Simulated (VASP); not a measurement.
# Au (Fm-3m) in VASP: a series of runs

The runs below take Au through density of states, electric field gradients, with LDA.

Everything below comes from runs of VASP 6.6.1. Logs are shortened: lines on timing, memory, paths and dates and some standing lists are left out, and cuts for length are marked.

**1. The cell of the first run**

The structure is cubic, space group Fm-3m (No. 225). The conventional cell has a = 4.171 Å, b = 4.171 Å, c = 4.171 Å, α = 90.00°, β = 90.00°, γ = 90.00°. Within 3.9 Å of Au (site symmetry m-3m) lie 12 Au at 2.95 Å.

**2. Density of states, LDA**

The input, POSCAR:

```
Au
1.0
    0.0000000000      2.0856442657      2.0856442657
    2.0856442657      0.0000000000      2.0856442657
    2.0856442657      2.0856442657      0.0000000000
Au
1
Direct
    0.0000000000      0.0000000000      0.0000000000
```

The input, INCAR.step1:

```
SYSTEM = Au
  PREC = Accurate
  ENCUT = 520
  EDIFF = 1E-6
  ISMEAR = -1
  SIGMA = 0.03
  LREAL = .False.
  LASPH = .True.
  NELM = 100
  ALGO = Normal
  ISIF = 2
  LWAVE = .False.
  LCHARG = .True.
  LMAXMIX = 4
  NBANDS = 12
```

The input, KPOINTS.step1:

```
Automatic mesh
0
Gamma
  15 15 15
  0 0 0
```

The input, INCAR.step2:

```
SYSTEM = Au
  PREC = Accurate
  ENCUT = 520
  EDIFF = 1E-6
  ISMEAR = -5
  SIGMA = 0.03
  LREAL = .False.
  LASPH = .True.
  NELM = 100
  ALGO = Normal
  ISIF = 2
  LWAVE = .False.
  LCHARG = .False.
  LMAXMIX = 4
  LORBIT = 11
  NEDOS = 2001
  ICHARG = 11
```

The input, KPOINTS.step2:

```
Automatic mesh
0
Gamma
  23 23 23
  0 0 0
```

Potentials or basis: VASP PAW LDA potentials, release 64 (Au).

The run is started by

```console
$ cat potpaw_LDA.64/Au/POTCAR > POTCAR
$ cp INCAR.step1 INCAR
$ cp KPOINTS.step1 KPOINTS
$ mpirun -np 1 vasp_std > vasp.out
$ cp INCAR.step2 INCAR
$ cp KPOINTS.step2 KPOINTS
$ mpirun -np 1 vasp_std > vasp.out
```

OUTCAR:

```text
SYSTEM = Au
   PREC = Accurate
   ENCUT = 520
   EDIFF = 1E-6
   ISMEAR = -5
   LREAL = .False.
   LASPH = .True.
   NELM = 100
   ISIF = 2
   LORBIT = 11
   ICHARG = 11

 ion  position               nearest neighbor table
   1  0.000  0.000  0.000-

  LATTYP: Found a face centered cubic cell.
 ALAT       =     4.1712885314

  Lattice vectors:

 A1 = (   0.0000000000,   2.0856442657,   2.0856442657)
 A2 = (   2.0856442657,   0.0000000000,   2.0856442657)
 A3 = (   2.0856442657,   2.0856442657,   0.0000000000)

Analysis of symmetry for initial positions (statically):
=====================================================================
 Subroutine PRICEL returns:
 Original cell was already a primitive cell.

 Routine SETGRP: Setting up the symmetry group for a
 face centered cubic supercell.

 Subroutine GETGRP returns: Found 48 space group operations
 (whereof 48 operations were pure point group operations)
 out of a pool of 48 trial point group operations.

The static configuration has the point symmetry O_h .

Analysis of symmetry for dynamics (positions and initial velocities):
=====================================================================
 Subroutine PRICEL returns:
 Original cell was already a primitive cell.

 Routine SETGRP: Setting up the symmetry group for a
 face centered cubic supercell.

 Subroutine GETGRP returns: Found 48 space group operations
 (whereof 48 operations were pure point group operations)
 out of a pool of 48 trial point group operations.

The dynamic configuration has the point symmetry O_h .

 Subroutine INISYM returns: Found 48 space group operations
 (whereof 48 operations are pure point group operations),
 and found     1 'primitive' translations

----------------------------------------------------------------------------------------

                                     Primitive cell

  volume of cell :      18.1447

  direct lattice vectors                    reciprocal lattice vectors
     0.000000000  2.085644266  2.085644266    -0.239734076  0.239734076  0.239734076
     2.085644266  0.000000000  2.085644266     0.239734076 -0.239734076  0.239734076
     2.085644266  2.085644266  0.000000000     0.239734076  0.239734076 -0.239734076

  length of vectors
     2.949546407  2.949546407  2.949546407     0.415231599  0.415231599  0.415231599

  position of ions in fractional coordinates (direct lattice)
     0.000000000  0.000000000  0.000000000

  ion indices of the primitive-cell ions
   primitive index   ion index
[... 77 lines left out ...]
   EDIFFG = 0.1E-04   stopping-criterion for IOM
   NSW    =      0    number of steps for IOM
   IBRION =     -1    ionic relax: 0-MD 1-quasi-New 2-CG
   NFREE  =      0    steps in history (QN), initial steepest desc. (CG)
   ISIF   =      2    stress and relaxation
   ISYM   =      2    0-nonsym 1-usesym 2-fastsym
   POTIM  = 0.5000    time-step for ionic-motion
   TEBEG  =    0.0;   TEEND  =   0.0 temperature during run
   PSTRESS=    0.0 pullay stress
   NELECT =      11.0000    total number of electrons
   NUPDOWN=      -1.0000    fix difference up-down
   EMIN   =  10.00;   EMAX   =-10.00  energy-range for DOS
   EFERMI =   0.00;   METHOD = LEGACY
   ISMEAR =    -5;   SIGMA  =   0.03  broadening in eV -4-tet -1-fermi 0-gaus
   EFERMI_NEDOS =   21; number of points for ismear=-14 and -15
   IALGO  =     38    algorithm
   IMIX   =      4    mixing-type and parameters
     AMIX     =   0.40;   BMIX     =  1.00
     AMIX_MAG =   1.60;   BMIX_MAG =  1.00
  volume/ion in A,a.u.               =      18.14       122.45
  Fermi-wavevector in a.u.,A,eV,Ry     =   1.385550  2.618310 26.119763  1.919748
  Thomas-Fermi vector in A             =   2.509949
   LORBIT       =     11    0 simple, 1 ext, 2 COOP (PROOUT), +10 PAW based schemes
   GGA     = CA    functional components
   LHFCALC =     F    Hartree Fock is set to
   AEXX    =    0.0000 exact exchange contribution
   IVDW    =     0    specifies the selected vdW correction
   LEPSILON=     F    determine dielectric tensor
   LRPA    =     F    only Hartree local field effects (RPA)
 non-spin polarized calculation
 Fermi weights with tetrahedron method with Bloechl corrections
  energy-cutoff  :      520.00
  volume of cell :       18.14
 maximum number of plane-waves:       531
 NGX is ok and might be reduce to    24

 number of electron      11.0000001 magnetization

 Free energy of the ion-electron system (eV)
  ---------------------------------------------------
  ext. energy  EPLUGINS =         0.00000000
  ---------------------------------------------------
  free energy    TOTEN  =        -4.37669934 eV

  energy without entropy =       -4.37669934  energy(sigma->0) =       -4.37669934

 E-fermi :   8.2625     XC(G=0): -12.6235

 val. band max:        8.2506229711   @ k =  -0.3043   0.2174   0.0435
 cond. band min:       8.1712794788   @ k =   0.4348   0.4348   0.0000
 fundamental gap:     -0.0793434923
 Fermi energy:         8.2624760115

 k-point     1 :       0.0000    0.0000    0.0000
  band No.  band energies     occupation
      1      -1.0114      2.00000
      2       3.8711      2.00000
      3       3.8711      2.00000
      4       3.8711      2.00000
      5       5.2485      2.00000
      6       5.2485      2.00000
      7      22.8165      0.00000
      8      26.4042      0.00000
      9      26.4042      0.00000
[... 265 lines left out ...]
 k-point    24 :      -0.4783    0.0435    0.0000
  band No.  band energies     occupation
      1       1.5040      2.00000
      2       3.8200      2.00000
      3       3.8805      2.00000
      4       6.0635      2.00000
      5       6.3143      2.00000
      6       7.8444      2.08517
      7      10.9922      0.00000
      8      22.3030      0.00000
      9      24.4754      0.00000

 [... further k-points ...]
[... 5 lines left out ...]
  --------------------------------------------------------------------------------------
  -------------------------------------------------------------------------------------
  Total       -1.4645305     -1.4645305     -1.4645305     -0.0000000     -0.0000000      0.0000000
  in kB     -129.3177964   -129.3177964   -129.3177964     -0.0000000     -0.0000000      0.0000000
  external PRESSURE =    -129.3177964 kB  Pullay stress =       0.0000000 kB

 VOLUME and BASIS-vectors are now :
 -----------------------------------------------------------------------------
  energy-cutoff  :      520.00
  volume of cell :       18.14
      direct lattice vectors                 reciprocal lattice vectors
     0.000000000  2.085644266  2.085644266    -0.239734076  0.239734076  0.239734076
     2.085644266  0.000000000  2.085644266     0.239734076 -0.239734076  0.239734076
     2.085644266  2.085644266  0.000000000     0.239734076  0.239734076 -0.239734076

 POSITION                                       TOTAL-FORCE (eV/Angst)
 -----------------------------------------------------------------------------------
      0.00000      0.00000      0.00000         0.000000     -0.000000     -0.000000
 -----------------------------------------------------------------------------------
    total drift:                                0.000000      0.000000      0.000000

  FREE ENERGIE OF THE ION-ELECTRON SYSTEM (eV)
  ---------------------------------------------------
  free  energy   TOTEN  =        -4.3766993425 eV

  energy  without entropy=       -4.3766993425  energy(sigma->0) =       -4.37669934

 total charge

# of ion       s       p       d       tot
------------------------------------------
    1        0.522   0.311   8.748   9.580
```

OUTCAR.step1:

```text
SYSTEM = Au
   PREC = Accurate
   ENCUT = 520
   EDIFF = 1E-6
   ISMEAR = -1
   LREAL = .False.
[... 577 lines left out ...]
 -----------------------------------------------------------------------------------
      0.00000      0.00000      0.00000         0.000000      0.000000      0.000000
 -----------------------------------------------------------------------------------
    total drift:                                0.000000      0.000000     -0.000000

  FREE ENERGIE OF THE ION-ELECTRON SYSTEM (eV)
  ---------------------------------------------------
  free  energy   TOTEN  =        -4.3765897850 eV

  energy  without entropy=       -4.3750887270  energy(sigma->0) =       -4.37583926
```

OSZICAR.step1:

```text
N       E                     dE             d eps       ncg     rms          rms(c)
DAV:   1     0.481447263871E+02    0.48145E+02   -0.54887E+03  2976   0.810E+02
DAV:   2    -0.399716885287E+01   -0.52142E+02   -0.49174E+02  3360   0.185E+02
DAV:   3    -0.470402206343E+01   -0.70685E+00   -0.70615E+00  3472   0.208E+01
DAV:   4    -0.470647209453E+01   -0.24500E-02   -0.24499E-02  3452   0.141E+00
DAV:   5    -0.470649089091E+01   -0.18796E-04   -0.18795E-04  3516   0.118E-01    0.792E+00
DAV:   6    -0.439685445374E+01    0.30964E+00   -0.92978E-01  3120   0.749E+00    0.510E+00
DAV:   7    -0.437970295070E+01    0.17152E-01   -0.45970E-02  3428   0.164E+00    0.268E+00
DAV:   8    -0.437659166657E+01    0.31113E-02   -0.10668E-03  3324   0.323E-01    0.229E-01
DAV:   9    -0.437658957597E+01    0.20906E-05   -0.71837E-06  3424   0.217E-02    0.159E-02
DAV:  10    -0.437658978498E+01   -0.20901E-06   -0.10179E-06  2920   0.756E-03
   1 F= -.43765898E+01 E0= -.43758393E+01  d E =-.150106E-02
```

Wall time 16 s (1 thread of Intel Xeon 6975P-C (Granite Rapids), shared host); peak memory 0.18 GiB.

What came out:

* Valence electrons inside the program's atomic spheres: Au 9.58

Caveat: spin-orbit coupling is left out, which moves the levels of the heavy elements; tetrahedron occupations give inexact forces and stress in metals.

[end of part 1 of 2]
